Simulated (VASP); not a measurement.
# V (P6_3/mmc) in VASP: further runs

V is run at these levels: LDA; tasks: single point, relaxation of cell and atoms.

Everything below comes from runs of VASP 6.6.1. Logs are shortened: lines on timing, memory, paths and dates and some standing lists are left out, and cuts for length are marked.

**1. The cell of the first run**

It takes space group P6_3/mmc (No. 194, hexagonal). Conventional cell: a = 2.534 Å, b = 2.534 Å, c = 4.631 Å, α = 90.00°, β = 90.00°, γ = 120.00°. Within 3.3 Å of V (site symmetry -6m2) lie 12 V at 2.53 to 2.74 Å.

This isn't the form of V at room conditions, which is bcc.

**2. Single point, LDA**

INCAR reads:

```
SYSTEM = V
PREC = Accurate ; ENCUT = 500
EDIFF = 1E-6 ; ISMEAR = 0
SIGMA = 0.1 ; LREAL = .FALSE.
LASPH = .TRUE. ; NELM = 120
ALGO = Normal ; ISIF = 2
LWAVE = .FALSE. ; LCHARG = .TRUE.
GGA = CA ; LELF = .TRUE.
LVHAR = .TRUE. ; NBANDS = 20
GGA_COMPAT = .FALSE.
```

KPOINTS reads:

```
Automatic mesh
0
G
  9 9 4
  0 0 0
```

POSCAR reads:

```
V
1.0
    2.5342955481      0.0000000000      0.0000000000
   -1.2671477740      2.1947643253      0.0000000000
    0.0000000000      0.0000000000      4.6308216833
V
2
Direct
    0.3333333333      0.6666666667      0.2500000000
    0.6666666667      0.3333333333      0.7500000000
```

Potentials or basis: VASP PAW LDA potentials, release 64 (V_sv).

Started as:

```sh
> cat potpaw_LDA.64/V_sv/POTCAR > POTCAR
> mpirun -np 1 vasp_std > vasp.out
```

OUTCAR:

```text
SYSTEM = V
   PREC = Accurate
   ENCUT = 500
   EDIFF = 1E-6
   ISMEAR = 0
   LREAL = .FALSE.
   LASPH = .TRUE.
   NELM = 120
   ISIF = 2
   GGA = CA

 ion  position               nearest neighbor table
   1  0.333  0.667  0.250-   2 2.74   2 2.74   2 2.74   2 2.74   2 2.74   2 2.74
   2  0.667  0.333  0.750-   1 2.74   1 2.74   1 2.74   1 2.74   1 2.74   1 2.74

  LATTYP: Found a hexagonal cell.
 ALAT       =     2.5342955481
 C/A-ratio  =     1.8272618940

  Lattice vectors:

 A1 = (   2.5342955481,   0.0000000000,   0.0000000000)
 A2 = (  -1.2671477740,   2.1947643253,   0.0000000000)
 A3 = (   0.0000000000,   0.0000000000,   4.6308216833)

Analysis of symmetry for initial positions (statically):
=====================================================================
 Subroutine PRICEL returns:
 Original cell was already a primitive cell.

 Routine SETGRP: Setting up the symmetry group for a
 hexagonal supercell.

 Subroutine GETGRP returns: Found 24 space group operations
 (whereof 12 operations were pure point group operations)
 out of a pool of 24 trial point group operations.

The static configuration has the point symmetry D_3d.
 The point group associated with its full space group is D_6h.

Analysis of symmetry for dynamics (positions and initial velocities):
=====================================================================
 Subroutine PRICEL returns:
 Original cell was already a primitive cell.

 Routine SETGRP: Setting up the symmetry group for a
 hexagonal supercell.

 Subroutine GETGRP returns: Found 24 space group operations
 (whereof 12 operations were pure point group operations)
 out of a pool of 24 trial point group operations.

The dynamic configuration has the point symmetry D_3d.
 The point group associated with its full space group is D_6h.

 Subroutine INISYM returns: Found 24 space group operations
 (whereof 12 operations are pure point group operations),
 and found     1 'primitive' translations

----------------------------------------------------------------------------------------

                                     Primitive cell

  volume of cell :      25.7575

  direct lattice vectors                    reciprocal lattice vectors
     2.534295548  0.000000000  0.000000000     0.394586969  0.227814893  0.000000000
    -1.267147774  2.194764325  0.000000000     0.000000000  0.455629786  0.000000000
     0.000000000  0.000000000  4.630821683     0.000000000  0.000000000  0.215944398

  length of vectors
     2.534295548  2.534295548  4.630821683     0.455629786  0.455629786  0.215944398

  position of ions in fractional coordinates (direct lattice)
     0.333333333  0.666666667  0.250000000
     0.666666667  0.333333333  0.750000000

  ion indices of the primitive-cell ions
   primitive index   ion index
                 1           1
                 2           2

----------------------------------------------------------------------------------------

 KPOINTS: Automatic mesh

Automatic generation of k-mesh.
 Grid dimensions read from file:
 generate k-points for:    9    9    4

 Generating k-lattice:

  Cartesian coordinates                     Fractional coordinates (reciprocal lattice)
     0.043842997  0.025312766  0.000000000     0.111111111  0.000000000  0.000000000
     0.000000000  0.050625532  0.000000000     0.000000000  0.111111111  0.000000000
     0.000000000  0.000000000  0.053986099     0.000000000  0.000000000  0.250000000

  Length of vectors
     0.050625532  0.050625532  0.053986099

  Shift w.r.t. Gamma in fractional coordinates (k-lattice)
     0.000000000  0.000000000  0.000000000

 Subroutine IBZKPT returns following result:
 ===========================================

 Found     36 irreducible k-points:

 Following reciprocal coordinates:
            Coordinates               Weight
  0.000000  0.000000  0.000000      1.000000
  0.111111 -0.000000  0.000000      6.000000
  0.222222 -0.000000  0.000000      6.000000
  0.333333 -0.000000  0.000000      6.000000
  0.444444 -0.000000  0.000000      6.000000
  0.111111  0.111111  0.000000      6.000000
[... 16 lines left out ...]
  0.333333  0.222222  0.250000     24.000000
  0.333333  0.333333  0.250000      4.000000
 [... further k-points ...]
   k-points           NKPTS =     36   k-points in BZ     NKDIM =     36   number of bands    NBANDS=     20
   number of dos      NEDOS =    301   number of ions     NIONS =      2
   total plane-waves  NPLWV =  11664
   dimension x,y,z NGX =    18 NGY =   18 NGZ =   36
   dimension x,y,z NGXF=    36 NGYF=   36 NGZF=   72
   ions per type =               2
   NGX,Y,Z   is equivalent  to a cutoff of  11.81, 11.81, 12.92 a.u.
   NGXF,Y,Z  is equivalent  to a cutoff of  23.62, 23.62, 25.85 a.u.
 SYSTEM =  V
   PREC   = accura    normal or accurate (medium, high low for compatibility)
   ISTART =      0    job   : 0-new  1-cont  2-samecut
   ICHARG =      2    charge: 1-file 2-atom 10-const
   ISPIN  =      1    spin polarized calculation?
   LNONCOLLINEAR =      F non collinear calculations
   LSORBIT =      F    spin-orbit coupling
   LASPH  =      T    aspherical Exc in radial PAW
   ENCUT  =  500.0 eV  36.75 Ry    6.06 a.u.   4.62  4.62  8.44*2*pi/ulx,y,z
   NELM   =    120;   NELMIN=  2; NELMDL= -5     # of ELM steps
   EDIFF  = 0.1E-05   stopping-criterion for ELM
   LREAL  =      F    real-space projection
   EDIFFG = 0.1E-04   stopping-criterion for IOM
   NSW    =      0    number of steps for IOM
   IBRION =     -1    ionic relax: 0-MD 1-quasi-New 2-CG
   NFREE  =      0    steps in history (QN), initial steepest desc. (CG)
   ISIF   =      2    stress and relaxation
   ISYM   =      2    0-nonsym 1-usesym 2-fastsym
   POTIM  = 0.5000    time-step for ionic-motion
   TEBEG  =    0.0;   TEEND  =   0.0 temperature during run
   PSTRESS=    0.0 pullay stress
   NELECT =      26.0000    total number of electrons
   NUPDOWN=      -1.0000    fix difference up-down
   EMIN   =  10.00;   EMAX   =-10.00  energy-range for DOS
   EFERMI =   0.00;   METHOD = LEGACY
   ISMEAR =     0;   SIGMA  =   0.10  broadening in eV -4-tet -1-fermi 0-gaus
   EFERMI_NEDOS =   21; number of points for ismear=-14 and -15
   IALGO  =     38    algorithm
   IMIX   =      4    mixing-type and parameters
     AMIX     =   0.40;   BMIX     =  1.00
     AMIX_MAG =   1.60;   BMIX_MAG =  1.00
  volume/ion in A,a.u.               =      12.88        86.91
  Fermi-wavevector in a.u.,A,eV,Ry     =   1.642221  3.103347 36.693404  2.696889
  Thomas-Fermi vector in A             =   2.732560
   LORBIT       =      0    0 simple, 1 ext, 2 COOP (PROOUT), +10 PAW based schemes
   GGA     = CA    functional components
   LHFCALC =     F    Hartree Fock is set to
   AEXX    =    0.0000 exact exchange contribution
   IVDW    =     0    specifies the selected vdW correction
   LEPSILON=     F    determine dielectric tensor
   LRPA    =     F    only Hartree local field effects (RPA)
 non-spin polarized calculation
 Gauss-broadening in eV      SIGMA  =   0.10
  energy-cutoff  :      500.00
  volume of cell :       25.76
 maximum number of plane-waves:       668
   NGX =  9   NGY =  9   NGZ = 17

 number of electron      26.0000022 magnetization

 Free energy of the ion-electron system (eV)
  ---------------------------------------------------
  ext. energy  EPLUGINS =         0.00000000
  ---------------------------------------------------
  free energy    TOTEN  =       -19.35975054 eV

  energy without entropy =      -19.33822000  energy(sigma->0) =      -19.34898527

 E-fermi :  10.4086     XC(G=0): -13.4581

 val. band max:       10.4067306101   @ k =   0.1111   0.1111   0.2500
 cond. band min:      10.4094750517   @ k =   0.1111   0.1111   0.0000
 fundamental gap:      0.0027444417
 Fermi energy:        10.4085712436

 k-point     1 :       0.0000    0.0000    0.0000
  band No.  band energies     occupation
      1     -52.8100      2.00000
      2     -52.6613      2.00000
      3     -27.4051      2.00000
      4     -26.5867      2.00000
      5     -26.4008      2.00000
      6     -26.4008      2.00000
[... 12 lines left out ...]
     19      13.5343      0.00000
     20      13.5343      0.00000

 k-point     2 :       0.1111   -0.0000    0.0000
  band No.  band energies     occupation
      1     -52.7793      2.00000
      2     -52.6385      2.00000
      3     -27.3618      2.00000
      4     -26.5880      2.00000
      5     -26.5363      2.00000
      6     -26.4672      2.00000
[... 12 lines left out ...]
     19      13.5868      0.00000
     20      14.5219      0.00000

 k-point     3 :       0.2222   -0.0000    0.0000
  band No.  band energies     occupation
      1     -52.6998      2.00000
      2     -52.5815      2.00000
      3     -27.2450      2.00000
      4     -26.8780      2.00000
      5     -26.8012      2.00000
      6     -26.5978      2.00000
[... 12 lines left out ...]
     19      13.6376      0.00000
     20      16.3973      0.00000

 k-point     4 :       0.3333   -0.0000    0.0000
  band No.  band energies     occupation
      1     -52.6047      2.00000
      2     -52.5194      2.00000
      3     -27.2614      2.00000
      4     -27.1647      2.00000
      5     -27.0920      2.00000
      6     -26.6281      2.00000
[... 12 lines left out ...]
     19      13.6299      0.00000
     20      18.4895      0.00000

 k-point     5 :       0.4444   -0.0000    0.0000
  band No.  band energies     occupation
      1     -52.5367      2.00000
      2     -52.4835      2.00000
      3     -27.5076      2.00000
      4     -27.3950      2.00000
      5     -26.9635      2.00000
      6     -26.6777      2.00000
[... 12 lines left out ...]
     19      14.6889      0.00000
     20      17.7642      0.00000

 k-point     6 :       0.1111    0.1111    0.0000
  band No.  band energies     occupation
      1     -52.7242      2.00000
      2     -52.5987      2.00000
      3     -27.2817      2.00000
      4     -26.7465      2.00000
      5     -26.7133      2.00000
      6     -26.5936      2.00000
[... 12 lines left out ...]
     19      13.5407      0.00000
     20      15.8965      0.00000

 k-point     7 :       0.2222    0.1111    0.0000
  band No.  band energies     occupation
      1     -52.6366      2.00000
      2     -52.5391      2.00000
      3     -27.1459      2.00000
      4     -27.0829      2.00000
      5     -27.0274      2.00000
      6     -26.6152      2.00000
[... 12 lines left out ...]
     19      13.4590      0.00000
     20      17.8544      0.00000
[... 277 lines left out ...]
 k-point    20 :       0.3333    0.1111    0.2500
  band No.  band energies     occupation
      1     -52.5446      2.00000
      2     -52.5002      2.00000
      3     -27.3998      2.00000
      4     -27.3281      2.00000
      5     -26.9172      2.00000
      6     -26.7228      2.00000
[... 12 lines left out ...]
     19      14.7931      0.00000
     20      16.7410      0.00000

 k-point    21 :       0.4444    0.1111    0.2500
  band No.  band energies     occupation
      1     -52.5110      2.00000
      2     -52.4816      2.00000
      3     -27.5087      2.00000
      4     -27.4270      2.00000
      5     -26.8731      2.00000
      6     -26.7374      2.00000
[... 12 lines left out ...]
     19      15.6497      0.00000
     20      17.1569      0.00000

 k-point    22 :       0.2222    0.2222    0.2500
  band No.  band energies     occupation
      1     -52.5508      2.00000
      2     -52.5038      2.00000
      3     -27.2692      2.00000
      4     -27.2679      2.00000
      5     -26.9190      2.00000
      6     -26.8056      2.00000
[... 12 lines left out ...]
     19      15.0814      0.00000
     20      17.0330      0.00000

 k-point    23 :       0.3333    0.2222    0.2500
  band No.  band energies     occupation
      1     -52.4991      2.00000
      2     -52.4757      2.00000
      3     -27.3729      2.00000
      4     -27.3114      2.00000
      5     -26.9686      2.00000
      6     -26.8858      2.00000
[... 12 lines left out ...]
     19      16.8310      0.00000
     20      18.5117      0.00000

 k-point    24 :       0.3333    0.3333    0.2500
  band No.  band energies     occupation
      1     -52.4736      2.00000
      2     -52.4736      2.00000
      3     -27.2149      2.00000
      4     -27.1969      2.00000
      5     -27.1969      2.00000
      6     -27.0738      2.00000
[... 12 lines left out ...]
     19      19.1532      0.00000
     20      19.3112      0.00000

 [... further k-points ...]

------------------------ aborting loop because EDIFF is reached ----------------------------------------

  FORCE on cell =-STRESS in cart. coord.  units (eV):
  Direction    XX          YY          ZZ          XY          YZ          ZX
  --------------------------------------------------------------------------------------
  -------------------------------------------------------------------------------------
  Total        0.1272430      0.1272430      0.0822828      0.0000000      0.0000000      0.0000000
  in kB        7.9148216      7.9148216      5.1181915      0.0000000      0.0000000      0.0000000
  external PRESSURE =       6.9826116 kB  Pullay stress =       0.0000000 kB

 VOLUME and BASIS-vectors are now :
 -----------------------------------------------------------------------------
  energy-cutoff  :      500.00
  volume of cell :       25.76
      direct lattice vectors                 reciprocal lattice vectors
     2.534295548  0.000000000  0.000000000     0.394586969  0.227814893  0.000000000
    -1.267147774  2.194764325  0.000000000     0.000000000  0.455629786  0.000000000
     0.000000000  0.000000000  4.630821683     0.000000000  0.000000000  0.215944398

 POSITION                                       TOTAL-FORCE (eV/Angst)
 -----------------------------------------------------------------------------------
     -0.00000      1.46318      1.15771        -0.000000      0.000000      0.000000
      1.26715      0.73159      3.47312         0.000000     -0.000000      0.000000
 -----------------------------------------------------------------------------------
    total drift:                                0.000000     -0.000000      0.000000

  FREE ENERGIE OF THE ION-ELECTRON SYSTEM (eV)
  ---------------------------------------------------
  free  energy   TOTEN  =       -19.3597505361 eV

  energy  without entropy=      -19.3382200036  energy(sigma->0) =      -19.34898527
```

Wall time 22 s (1 thread of Intel Xeon 8259CL, shared host); peak memory 0.13 GiB.

What came out:

```
Free energy            : -19.3598 eV
Pressure               : 0.7 GPa
Band gap on the k mesh : zero (bands 13 and 14 overlap by 2.31 eV)
```

Stress tensor (GPa, compression positive):
```
0.79 0.00 0.00
0.00 0.79 0.00
0.00 0.00 0.51
```

**3. Single point, LDA**

This run uses another cell than the first one, of 13.80 Å³/atom.

INCAR reads:

```
PREC = Accurate ; ENCUT = 500
EDIFF = 1E-6 ; ISMEAR = 0
SIGMA = 0.1 ; LREAL = False
LASPH = True ; NELM = 120
ALGO = Normal ; ISIF = 2
LWAVE = False ; LCHARG = True
GGA = CA ; LELF = True
LVHAR = True ; NBANDS = 20
GGA_COMPAT = False
```

KPOINTS reads:

```
Automatic mesh
0
Gamma
  9 9 4
```

POSCAR reads:

```
V
1.0
    2.6923490378      0.0000000000      0.0000000000
   -1.3461745189      2.3316426626      0.0000000000
    0.0000000000      0.0000000000      4.3966059788
V
2
Direct
    0.3333333333      0.6666666667      0.2500000000
    0.6666666667      0.3333333333      0.7500000000
```

Potentials or basis: VASP PAW LDA potentials, release 64 (V_sv).

Started as:

```sh
> cat potpaw_LDA.64/V_sv/POTCAR > POTCAR
> mpirun -np 1 vasp_std > vasp.out
```

It took 22 s on 1 thread of Intel Xeon 8259CL, shared host; peak memory 0.13 GiB.

It converged, with:

```
Free energy            : -19.2045 eV
Pressure               : -11.4 GPa
Band gap on the k mesh : zero (bands 13 and 14 overlap by 1.97 eV)
```

Stress tensor (GPa, compression positive):
```
-14.58   0.00   0.00
  0.00 -14.58   0.00
  0.00   0.00  -5.05
```

Levels at points of the mesh, in eV from the Fermi level:
| k point | band 9 | band 10 | band 11 | band 12 | band 13 | band 14 | band 15 | band 16 | band 17 | band 18 |
| --- | --- | --- | --- | --- | --- | --- | --- | --- | --- | --- |
| (0.00, 0.00, 0.00) | -6.84 | -3.37 | 0.14 | 0.15 | 0.15 | 0.63 | 0.63 | 0.87 | 1.26 | 1.26 |
| (0.00, 0.00, 0.50) | -4.82 | -4.82 | -0.53 | -0.53 | 0.09 | 0.09 | 0.09 | 0.09 | 2.38 | 2.38 |

Caveat: the cell stands under tension.

**4. Relaxation of cell and atoms, LDA**

This run uses another cell than the first one, of 13.80 Å³/atom.

INCAR reads:

```
ALGO = Normal
EDIFF = 1E-7
EDIFFG = -0.05
ENCUT = 500
GGA_COMPAT = F
IBRION = 2
ISIF = 3
ISMEAR = 0
LASPH = T
LCHARG = F
LREAL = F
LWAVE = F
NELM = 120
NELMIN = 4
NSW = 100
PREC = Accurate
SIGMA = 0.1
```

KPOINTS reads:

```
k-points
0
Gamma
  9 9 4
```

POSCAR is that of step 3.

Started as:

```sh
> cat potpaw_LDA.64/V_sv/POTCAR > POTCAR
> mpirun -np 1 vasp_std > vasp.out
```

Wall time 2.1 min (1 thread of Intel Xeon 8259CL, shared host); peak memory 0.14 GiB.

It converged, with:

```
Free energy                           : -19.3598 eV
Relaxed volume                        : 12.92 Å³/atom
Relaxed cell                          : a = 2.541 Å, b = 2.541 Å, c = 4.624 Å, α = 90.00°, β = 90.00°, γ = 120.00°
Space group after relaxing (to 0.1 Å) : P6_3/mmc (No. 194)
Energy gained by relaxing             : 77.7 meV/atom
Ionic steps                           : 8
Pressure after relaxing               : 0.0 GPa
Band gap on the k mesh                : zero (bands 13 and 14 overlap by 2.29 eV)
```

Stress tensor (GPa, compression positive):
```
-0.06  0.00  0.00
 0.00 -0.06  0.00
 0.00  0.00  0.02
```

Step by step:
```csv
step,energy change (eV),largest force (eV/Å),pressure (GPa),volume (Å³)
1,0.0000,0.0000,-11.41,27.60
2,0.0037,0.0000,19.41,23.84
3,-0.0858,0.0000,1.91,25.66
4,-0.1356,0.0000,2.09,25.60
5,-0.1005,0.0000,4.68,25.29
6,-0.1525,0.0000,2.70,25.51
7,-0.1490,0.0000,-3.87,26.37
8,-0.1554,0.0000,-0.03,25.85
```

Final structure:
```
V
1.0
     2.54075    0.00000    0.00000
    -1.27038    2.20036    0.00000
     0.00000    0.00000    4.62369
V
2
Direct
  0.33333 0.66667 0.25000
  0.66667 0.33333 0.75000
```

Levels at points of the mesh, in eV from the Fermi level:
```tsv
k point	band 9	band 10	band 11	band 12	band 13	band 14	band 15	band 16	band 17
(0.00, 0.00, 0.00)	-6.92	-3.59	-0.70	-0.01	0.31	0.31	0.66	0.66	1.96
(0.00, 0.00, 0.50)	-5.08	-5.08	-1.12	-1.12	0.35	0.35	0.35	0.35	2.69
```

**5. Summary**

| task | cell | gap on the mesh (eV) | pressure (GPa) |
| --- | --- | --- | --- |
| single point | a = 2.534, b = 2.534, c = 4.631 Å, angles 90.0, 90.0, 120.0°, 2 atoms | none | 0.7 |
| single point | a = 2.692, b = 2.692, c = 4.397 Å, angles 90.0, 90.0, 120.0°, 2 atoms | none | -11.4 |
| relaxation of cell and atoms | relaxed from a = 2.692, b = 2.692, c = 4.397 Å, angles 90.0, 90.0, 120.0°, 2 atoms | none | 0.0 |

Alike in all rows: level LDA; potentials or basis VASP PAW LDA potentials, release 64 (V_sv); no spin polarisation; k mesh 9 × 9 × 4; cutoff (eV) 500; smearing gaussian 0.1 eV.

Caveats: the cell stands under tension (at least some runs).

Absolute energies hang on the potentials; compare differences alone.
